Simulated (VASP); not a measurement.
Wanted: the native input for a VASP 6.6.1 run.

- Task: relaxation of the atoms
- Functional: r2SCAN
- Potentials or basis: VASP PAW PBE potentials, release 64 (Si)
- Cutoff: 520 eV
- k mesh: 2 × 2 × 2
- Occupations: gaussian, width 0.02 eV
- Spin: no spin polarisation
- Dipole correction: no
- Further INCAR settings: LREAL = Auto; ALGO = Normal; EDIFF = 1e-06; IBRION = 2; EDIFFG = -0.02; NSW = 80

Si (a cell with a defect):

```
Si
1.0
     0.00000    5.44370   -5.44370
     5.44370    5.44370    0.00000
     5.44370    0.00000   -5.44370
Si
15
Direct
  0.12500 0.12500 0.12500
  0.12500 0.62500 0.12500
  0.62500 0.12500 0.12500
  0.62500 0.62500 0.12500
  0.12500 0.12500 0.62500
  0.12500 0.62500 0.62500
  0.62500 0.12500 0.62500
  0.62500 0.62500 0.62500
  0.25000 0.75000 0.25000
  0.25000 0.25000 0.25000
  0.75000 0.75000 0.25000
  0.25000 0.75000 0.75000
  0.25000 0.25000 0.75000
  0.75000 0.75000 0.75000
  0.75000 0.25000 0.75000
```

This cell differs from its parent crystal: atoms taken out.

The input as run:

POSCAR

```
Si
1.0
    0.0000000000      5.4437023800     -5.4437023800
    5.4437023800      5.4437023800      0.0000000000
    5.4437023800      0.0000000000     -5.4437023800
Si
15
Direct
    0.1250000000      0.1250000000      0.1250000000
    0.1250000000      0.6250000000      0.1250000000
    0.6250000000      0.1250000000      0.1250000000
    0.6250000000      0.6250000000      0.1250000000
    0.1250000000      0.1250000000      0.6250000000
    0.1250000000      0.6250000000      0.6250000000
    0.6250000000      0.1250000000      0.6250000000
    0.6250000000      0.6250000000      0.6250000000
    0.2500000000      0.7500000000      0.2500000000
    0.2500000000      0.2500000000      0.2500000000
    0.7500000000      0.7500000000      0.2500000000
    0.2500000000      0.7500000000      0.7500000000
    0.2500000000      0.2500000000      0.7500000000
    0.7500000000      0.7500000000      0.7500000000
    0.7500000000      0.2500000000      0.7500000000
```

INCAR.step1

```
PREC = Accurate
ENCUT = 520
ISMEAR = 0
SIGMA = 0.02
LREAL = Auto
LASPH = True
NELM = 80
GGA = PE
ALGO = Normal
EDIFF = 1E-4
LWAVE = True
LCHARG = False
```

INCAR.step2

```
PREC = Accurate
ENCUT = 520
EDIFF = 1E-6
ISMEAR = 0
SIGMA = 0.02
LREAL = Auto
LASPH = True
NELM = 80
ALGO = Normal
ISIF = 2
LWAVE = False
LCHARG = False
METAGGA = R2SCAN
LMIXTAU = True
IBRION = 2
NSW = 80
EDIFFG = -0.02
ISTART = 1
```

KPOINTS

```
Automatic mesh
0
Gamma
  2 2 2
```

Potentials or basis: VASP PAW PBE potentials, release 64 (Si).

Launch:

```bash
$ cat potpaw_PBE.64/Si/POTCAR > POTCAR
$ cp INCAR.step1 INCAR
$ mpirun -np 1 vasp_std > vasp.out
$ cp INCAR.step2 INCAR
$ mpirun -np 1 vasp_std > vasp.out
```

Results of the run:

* Energy gained by relaxing: 0.1 meV/atom
* Ionic steps: 3
* Pressure after relaxing: -1.6 GPa
* Largest force after relaxing: 0.014 eV/Å
* Band gap on the k mesh: zero (bands 30 and 31 overlap by 0.25 eV)

Caveat: the k points lie up to 0.50 Å⁻¹ apart; the cell differs from its parent crystal (atoms taken out); the PAW data sets were made with another functional, which shifts forces and pressure a little.

Wall time 8.8 min on 1 thread of AMD EPYC 9755 128-Core Processor (shared host), peak memory 0.53 GiB.
